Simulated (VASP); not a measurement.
Here is a VASP 6.6.1 calculation.

INCAR

```
SYSTEM = BaTiO3
PREC = Accurate
ENCUT = 520
EDIFF = 1E-6
ISMEAR = -1
SIGMA = 0.05
LREAL = .FALSE.
LASPH = .TRUE.
NELM = 100
ALGO = Normal
ISIF = 2
LWAVE = .FALSE.
LCHARG = .TRUE.
GGA = PS
LELF = .TRUE.
LVHAR = .TRUE.
NBANDS = 28
```

Contents of KPOINTS:

```
Automatic mesh
0
G
  7 7 7
  0 0 0
```

Contents of POSCAR:

```
BaTiO3
1.0
    3.9855000000      0.0000000000      0.0000000000
    0.0000000000      2.8369000000      2.8451500000
    0.0000000000     -2.8369000000      2.8451500000
Ba Ti O
1 1 3
Direct
    0.0005220000     -0.0001460000      0.0060690000
    0.5039280000      0.5132700000      0.5199710000
    0.5003990000      0.9771650000      0.5031310000
    0.5168270000      0.5021070000      1.0096530000
    0.0052460000      0.4897220000      0.5025510000
```

Potentials or basis: VASP PAW PBE potentials, release 64 (Ba_sv, Ti_sv, O).

The run is started by

```sh
$ cat potpaw_PBE.64/Ba_sv/POTCAR potpaw_PBE.64/Ti_sv/POTCAR potpaw_PBE.64/O/POTCAR > POTCAR
$ mpirun -np 1 vasp_std > vasp.out
```

Predict the pressure.

-1.5 GPa.

Predict the largest force.

0.636 eV/Å.

Stress tensor (GPa, compression positive):
```
-1.57  0.04 -0.03
 0.04 -1.33  1.24
-0.03  1.24 -1.52
```

Caveat: the cell differs from its parent crystal (atoms moved at random); the PAW data sets were made with another functional, which shifts forces and pressure a little.
